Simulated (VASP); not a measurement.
# Ga (I4/mmm) in VASP: further runs

Runs on Ga. Level: PBE. Tasks: electric field gradients.

Program: VASP 6.6.1. These are calculated values, not measurements. Logs are shortened: lines on timing, memory, paths and dates and some standing lists are left out, and cuts for length are marked.

## Step 1: The cell of the first run

It takes space group I4/mmm (No. 139, tetragonal). Conventional cell: a = 2.751 Å, b = 2.751 Å, c = 4.368 Å, α = 90.00°, β = 90.00°, γ = 90.00°. Within 3.6 Å of Ga (site symmetry 4/mmm) lie 12 Ga at 2.75 to 2.92 Å.

## Step 2: Electric field gradients, PBE (16.53 Å³/atom)

Contents of INCAR:

```
PREC     = Accurate       # precision mode
ENCUT    = 520            # plane-wave cutoff, eV
EDIFF    = 1E-8           # SCF threshold, eV
ISMEAR   = -1             # smearing method
SIGMA    = 0.03           # smearing width, eV
LREAL    = False          # projectors in reciprocal space
LASPH    = True           # aspherical terms in the spheres
NELM     = 80             # most SCF steps
ALGO     = Normal         # electronic algorithm
ISIF     = 2              # what is computed and relaxed
LWAVE    = False          # write WAVECAR
LCHARG   = False          # write CHGCAR
GGA      = PE             # functional
LEFG     = True         
NBANDS   = 12             # bands
```

Contents of KPOINTS:

```
regular mesh
0
Gamma
  16 16 16
```

Contents of POSCAR:

```
Ga
1.0
   -1.3755827078      1.3755827078      2.1838845126
    1.3755827078     -1.3755827078      2.1838845126
    1.3755827078      1.3755827078     -2.1838845126
Ga
1
Direct
    0.0000000000      0.0000000000      0.0000000000
```

Potentials or basis: VASP PAW PBE potentials, release 64 (Ga_d).

On the command line:

```console
> cat potpaw_PBE.64/Ga_d/POTCAR > POTCAR
> mpirun -np 1 vasp_std > vasp.out
```

OUTCAR:

```text
PREC = Accurate
   ENCUT = 520
   EDIFF = 1E-8
   ISMEAR = -1
   LREAL = False
   LASPH = True
   NELM = 80
   ISIF = 2
   GGA = PE

 ion  position               nearest neighbor table
   1  0.000  0.000  0.000-

  LATTYP: Found a body centered tetragonal cell.
 ALAT       =     2.7511654156
 C/A-ratio  =     1.5876068376

  Lattice vectors:

 A1 = (  -1.3755827078,   1.3755827078,   2.1838845126)
 A2 = (   1.3755827078,  -1.3755827078,   2.1838845126)
 A3 = (   1.3755827078,   1.3755827078,  -2.1838845126)

Analysis of symmetry for initial positions (statically):
=====================================================================
 Subroutine PRICEL returns:
 Original cell was already a primitive cell.

 Routine SETGRP: Setting up the symmetry group for a
 body centered tetragonal supercell.

 Subroutine GETGRP returns: Found 16 space group operations
 (whereof 16 operations were pure point group operations)
 out of a pool of 16 trial point group operations.

The static configuration has the point symmetry D_4h.

Analysis of symmetry for dynamics (positions and initial velocities):
=====================================================================
 Subroutine PRICEL returns:
 Original cell was already a primitive cell.

 Routine SETGRP: Setting up the symmetry group for a
 body centered tetragonal supercell.

 Subroutine GETGRP returns: Found 16 space group operations
 (whereof 16 operations were pure point group operations)
 out of a pool of 16 trial point group operations.

The dynamic configuration has the point symmetry D_4h.

 Subroutine INISYM returns: Found 16 space group operations
 (whereof 16 operations are pure point group operations),
 and found     1 'primitive' translations

----------------------------------------------------------------------------------------

                                     Primitive cell

  volume of cell :      16.5296

  direct lattice vectors                    reciprocal lattice vectors
    -1.375582708  1.375582708  2.183884513     0.000000000  0.363482324  0.228949836
     1.375582708 -1.375582708  2.183884513     0.363482324  0.000000000  0.228949836
     1.375582708  1.375582708 -2.183884513     0.363482324  0.363482324  0.000000000

  length of vectors
     2.924689238  2.924689238  2.924689238     0.429578197  0.429578197  0.514041633

  position of ions in fractional coordinates (direct lattice)
     0.000000000  0.000000000  0.000000000

  ion indices of the primitive-cell ions
   primitive index   ion index
                 1           1

----------------------------------------------------------------------------------------

 KPOINTS: regular mesh

Automatic generation of k-mesh.
 Grid dimensions read from file:
 generate k-points for:   16   16   16

 Generating k-lattice:

  Cartesian coordinates                     Fractional coordinates (reciprocal lattice)
     0.000000000  0.022717645  0.014309365     0.062500000  0.000000000 -0.000000000
     0.022717645  0.000000000  0.014309365     0.000000000  0.062500000 -0.000000000
     0.022717645  0.022717645  0.000000000     0.000000000  0.000000000  0.062500000

  Length of vectors
     0.026848637  0.026848637  0.032127602

  Shift w.r.t. Gamma in fractional coordinates (k-lattice)
     0.000000000  0.000000000  0.000000000

 Subroutine IBZKPT returns following result:
 ===========================================

 Found    349 irreducible k-points:

 Following reciprocal coordinates:
            Coordinates               Weight
  0.000000  0.000000  0.000000      1.000000
  0.062500 -0.000000  0.000000      8.000000
  0.125000 -0.000000  0.000000      8.000000
  0.187500 -0.000000  0.000000      8.000000
  0.250000 -0.000000  0.000000      8.000000
  0.312500  0.000000  0.000000      8.000000
[... 16 lines left out ...]
 -0.125000  0.062500  0.000000     16.000000
 -0.062500  0.062500  0.000000      4.000000
 [... further k-points ...]
   k-points           NKPTS =    349   k-points in BZ     NKDIM =    349   number of bands    NBANDS=     12
   number of dos      NEDOS =    301   number of ions     NIONS =      1
   total plane-waves  NPLWV =  13824
   dimension x,y,z NGX =    24 NGY =   24 NGZ =   24
   dimension x,y,z NGXF=    48 NGYF=   48 NGZF=   48
   ions per type =               1
   NGX,Y,Z   is equivalent  to a cutoff of  13.64, 13.64, 13.64 a.u.
   NGXF,Y,Z  is equivalent  to a cutoff of  27.28, 27.28, 27.28 a.u.
 SYSTEM =  unknown system
   PREC   = accura    normal or accurate (medium, high low for compatibility)
   ISTART =      0    job   : 0-new  1-cont  2-samecut
   ICHARG =      2    charge: 1-file 2-atom 10-const
   ISPIN  =      1    spin polarized calculation?
   LNONCOLLINEAR =      F non collinear calculations
   LSORBIT =      F    spin-orbit coupling
   LASPH  =      T    aspherical Exc in radial PAW
   ENCUT  =  520.0 eV  38.22 Ry    6.18 a.u.   5.44  5.44  5.44*2*pi/ulx,y,z
   NELM   =     80;   NELMIN=  2; NELMDL= -5     # of ELM steps
   EDIFF  = 0.1E-07   stopping-criterion for ELM
   LREAL  =      F    real-space projection
   EDIFFG = 0.1E-06   stopping-criterion for IOM
   NSW    =      0    number of steps for IOM
   IBRION =     -1    ionic relax: 0-MD 1-quasi-New 2-CG
   NFREE  =      0    steps in history (QN), initial steepest desc. (CG)
   ISIF   =      2    stress and relaxation
   ISYM   =      2    0-nonsym 1-usesym 2-fastsym
   POTIM  = 0.5000    time-step for ionic-motion
   TEBEG  =    0.0;   TEEND  =   0.0 temperature during run
   PSTRESS=    0.0 pullay stress
   NELECT =      13.0000    total number of electrons
   NUPDOWN=      -1.0000    fix difference up-down
   EMIN   =  10.00;   EMAX   =-10.00  energy-range for DOS
   EFERMI =   0.00;   METHOD = LEGACY
   ISMEAR =    -1;   SIGMA  =   0.03  broadening in eV -4-tet -1-fermi 0-gaus
   EFERMI_NEDOS =   21; number of points for ismear=-14 and -15
   IALGO  =     38    algorithm
   IMIX   =      4    mixing-type and parameters
     AMIX     =   0.40;   BMIX     =  1.00
     AMIX_MAG =   1.60;   BMIX_MAG =  1.00
  volume/ion in A,a.u.               =      16.53       111.55
  Fermi-wavevector in a.u.,A,eV,Ry     =   1.511129  2.855620 31.069058  2.283511
  Thomas-Fermi vector in A             =   2.621227
   LORBIT       =      0    0 simple, 1 ext, 2 COOP (PROOUT), +10 PAW based schemes
   GGA     = PE    functional components
   LHFCALC =     F    Hartree Fock is set to
   AEXX    =    0.0000 exact exchange contribution
   IVDW    =     0    specifies the selected vdW correction
   LEPSILON=     F    determine dielectric tensor
   LRPA    =     F    only Hartree local field effects (RPA)
 non-spin polarized calculation
  energy-cutoff  :      520.00
  volume of cell :       16.53
 maximum number of plane-waves:       464
 NGX is ok and might be reduce to    24
   NGX = 11   NGY = 11   NGZ = 11

 number of electron      13.0000006 magnetization

 Free energy of the ion-electron system (eV)
  ---------------------------------------------------
  ext. energy  EPLUGINS =         0.00000000
  ---------------------------------------------------
  free energy    TOTEN  =        -2.82900856 eV

  energy without entropy =       -2.82827294  energy(sigma->0) =       -2.82864075

 E-fermi :   6.8757     XC(G=0): -11.6938

 val. band max:        6.8734646067   @ k =  -0.3125   0.5000   0.3125
 cond. band min:       6.8995332419   @ k =   0.3750   0.3125   0.1250
 fundamental gap:      0.0260686351
 Fermi energy:         6.8756552006

 k-point     1 :       0.0000    0.0000    0.0000
  band No.  band energies     occupation
      1      -8.2862      2.00000
      2      -8.1346      2.00000
      3      -8.1346      2.00000
      4      -8.1059      2.00000
      5      -7.9451      2.00000
      6      -5.2496      2.00000
      7      20.6220      0.00000
      8      20.6220      0.00000
      9      20.7228      0.00000
     10      23.6337      0.00000
     11      23.9522      0.00000
     12      24.5702      0.00000
[... 331 lines left out ...]
 k-point    24 :      -0.0625    0.0625    0.0000
  band No.  band energies     occupation
      1      -8.2688      2.00000
      2      -8.1447      2.00000
      3      -8.1270      2.00000
      4      -8.1000      2.00000
      5      -7.9538      2.00000
      6      -5.0909      2.00000
      7      19.3555      0.00000
      8      19.6943      0.00000
      9      20.0889      0.00000
     10      21.9276      0.00000
     11      25.4722      0.00000
     12      25.4865      0.00000

 [... further k-points ...]

------------------------ aborting loop because EDIFF is reached ----------------------------------------

  FORCE on cell =-STRESS in cart. coord.  units (eV):
  Direction    XX          YY          ZZ          XY          YZ          ZX
  --------------------------------------------------------------------------------------
  -------------------------------------------------------------------------------------
  Total        1.0286582      1.0286582      0.8723127      0.0000000      0.0000000      0.0000000
  in kB       99.7053851     99.7053851     84.5511868      0.0000000      0.0000000      0.0000000
  external PRESSURE =      94.6539857 kB  Pullay stress =       0.0000000 kB

 VOLUME and BASIS-vectors are now :
 -----------------------------------------------------------------------------
  energy-cutoff  :      520.00
  volume of cell :       16.53
      direct lattice vectors                 reciprocal lattice vectors
    -1.375582708  1.375582708  2.183884513     0.000000000  0.363482324  0.228949836
     1.375582708 -1.375582708  2.183884513     0.363482324  0.000000000  0.228949836
     1.375582708  1.375582708 -2.183884513     0.363482324  0.363482324  0.000000000

 POSITION                                       TOTAL-FORCE (eV/Angst)
 -----------------------------------------------------------------------------------
      0.00000      0.00000      0.00000         0.000000      0.000000      0.000000
 -----------------------------------------------------------------------------------
    total drift:                                0.000000      0.000000     -0.000000

  FREE ENERGIE OF THE ION-ELECTRON SYSTEM (eV)
  ---------------------------------------------------
  free  energy   TOTEN  =        -2.8290085586 eV

  energy  without entropy=       -2.8282729359  energy(sigma->0) =       -2.82864075

 Electric field gradients (V/A^2)
---------------------------------------------------------------------
 ion       V_xx      V_yy      V_zz      V_xy      V_xz      V_yz
---------------------------------------------------------------------
   1     -11.862   -11.862    23.724     0.001    -0.000    -0.000
---------------------------------------------------------------------

 Electric field gradients after diagonalization (V/A^2)
 (convention: |V_zz| > |V_xx| > |V_yy|)
----------------------------------------------------------------------
 ion       V_xx      V_yy      V_zz     asymmetry (V_yy - V_xx)/ V_zz
----------------------------------------------------------------------
   1     -11.863   -11.861    23.724       0.000
----------------------------------------------------------------------

           NMR quadrupolar parameters

 Cq : quadrupolar parameter    Cq=e*Q*V_zz/h
 eta: asymmetry parameters     (V_yy - V_xx)/ V_zz
 Q  : nuclear electric quadrupole moment in mb (millibarn)
----------------------------------------------------------------------
 ion       Cq(MHz)       eta       Q (mb)
----------------------------------------------------------------------
   1       0.057       0.000       1.000
----------------------------------------------------------------------
```

Wall time 38 s (1 thread of Intel Xeon Platinum 8488C (Sapphire Rapids), shared host); peak memory 0.19 GiB.

Results:

* Free energy: -2.8290 eV
* Pressure: 9.5 GPa
* Band gap on the k mesh: zero (an odd number of electrons rules out a gap without spin polarisation)
* Largest electric field gradient by atom: Ga +23.7 V/Å²

Electric field gradients, principal values (V/Å²):
| atom | least | middle | greatest (by size) |
| --- | --- | --- | --- |
| 1 Ga | -11.861 | -11.863 | 23.724 |

Caveat: the cell stands under pressure; without QUAD_EFG the Cq values of the log hold for a quadrupole moment of 1 mb, not for the nuclei.

(Part 1 of 2 ends here.)
